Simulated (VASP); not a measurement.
Runs of VASP 6.6.1 on BaS. It takes space group F-43m (No. 216, cubic). Conventional cell: a = 7.039 Å, b = 7.039 Å, c = 7.039 Å, α = 90.00°, β = 90.00°, γ = 90.00°. Ba (site symmetry -43m) has 4 S at 3.05 Å within 4.0 Å. Within 4.0 Å of S (site symmetry -43m) lie 4 Ba at 3.05 Å. 

| level | share of exact exchange | screening parameter | gap on the mesh (eV) | pressure (GPa) |
| --- | --- | --- | --- | --- |
| PBE-based global hybrid with 10 % exact exchange | 0.1 | - | (b) | 0.3 |
| PBE-based global hybrid with 75 % exact exchange | 0.75 | - | 7.75 | -0.3 |
| PBE-based screened hybrid with 35 % exact exchange | 0.35 | 0.3 1/Å | 3.73 | 0.1 |
| HSE06 | 0.25 | 0.2079 1/Å | (a) | 0.2 |

Alike in all rows: task single point; potentials or basis VASP PAW PBE potentials, release 64 (Ba_sv, S); no spin polarisation; cell as given; k mesh 4 × 4 × 4; cutoff (eV) 520; smearing gaussian 0.01 eV.

Q: Estimate the missing entries.

A: (a) 3.65; (b) 3.39.

Caveats: the structure was generated, so it needn't be the stable form of BaS; the PAW data sets were made with another functional, which shifts forces and pressure a little; spin-orbit coupling is left out, which moves the levels of the heavy elements.

A k mesh can miss the band edges, and the runs leave out spin-orbit coupling on Ba.
